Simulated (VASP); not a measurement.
Input of a VASP 6.6.1 run:

File INCAR:

```
ALGO     = Normal         # electronic algorithm
EDIFF    = 1E-6           # SCF threshold, eV
ENCUT    = 520            # plane-wave cutoff, eV
GGA      = PS             # functional
ISIF     = 2              # what is computed and relaxed
ISMEAR   = 0              # smearing method
ISYM     = 0            
LASPH    = True           # aspherical terms in the spheres
LCHARG   = False          # write CHGCAR
LREAL    = False          # projectors in reciprocal space
LWAVE    = False          # write WAVECAR
NBANDS   = 11             # bands
NELM     = 60             # most SCF steps
PREC     = Accurate       # precision mode
SIGMA    = 0.1            # smearing width, eV
```

KPOINTS

```
k-points
0
Gamma
  11 11 17
```

The input POSCAR:

```
MgO
1.0
    3.0940796525      0.0000000000      0.0000004674
    0.0000000000      3.0940796525      0.0000004674
    1.5470401306      1.5470401306      2.0620868083
Mg O
1 1
Direct
    0.5000000000      0.5000000000      0.0000000000
    0.0000000000      0.0000000000      0.0000000000
```

Potentials or basis: VASP PAW PBE potentials, release 64 (Mg, O).

Command:

```console
$ cat potpaw_PBE.64/Mg/POTCAR potpaw_PBE.64/O/POTCAR > POTCAR
$ mpirun -np 1 vasp_std > vasp.out
```

Task: Estimate the pressure.

Result: -7.1 GPa.

Task: Predict the band gap on the k mesh.

Result: 4.06 eV, direct.

Stress tensor (GPa, compression positive):
```
-10.39   0.00   0.00
  0.00 -10.39   0.00
  0.00   0.00  -0.51
```

Caveat: the PAW data sets were made with another functional, which shifts forces and pressure a little. PBEsol gaps usually lie below the measured ones, often by a third to a half.
